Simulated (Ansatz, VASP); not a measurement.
# Two plane-wave programs on Ti2Al6H

```xyz
9
Lattice="5.0242 0.0000 0.0000 2.1589 4.5367 0.0000 0.0000 0.0000 21.2187" Properties=species:S:1:pos:R:3 pbc="T T T"
Al    2.5121    0.0000    4.0000
Al    1.0794    2.2684    4.0000
Al    0.0000    0.0000    5.3414
Al    1.0794    2.2684    6.7763
Al    2.5121    0.0000    6.7763
Al    3.5915    2.2684    8.1187
Ti    3.5915    2.2684    5.3414
Ti    0.0000    0.0000    8.0567
H     5.8682    5.2928   10.9187
```

Alike in both runs: task single point; functional PBE; dispersion D3(BJ); k mesh 6 × 6 × 1; occupations gaussian, width 0.1 eV; no spin polarisation.

|  | VASP | Ansatz |
| --- | --- | --- |
| version | VASP 6.6.1 | Ansatz 0.2.0 |
| potentials or method | VASP PAW PBE potentials, release 64 (Al, Ti_sv, H), cutoff 520 eV | scalar-relativistic, plane waves, PAW |
| valence electrons in the cell | 43 | 43 |

|  | VASP | Ansatz | Ansatz less VASP |
| --- | --- | --- | --- |
| gap on the k mesh at the Fermi level (eV) | none | none | - |
| rms of the force components (eV/Å) | 0.386 | 0.386 | -0.0001 |
| work function, face that differs most (eV) | 4.18 | 4.18 | -0.003 |

A gap of «none» marks a metal or a gap that the smearing closes.
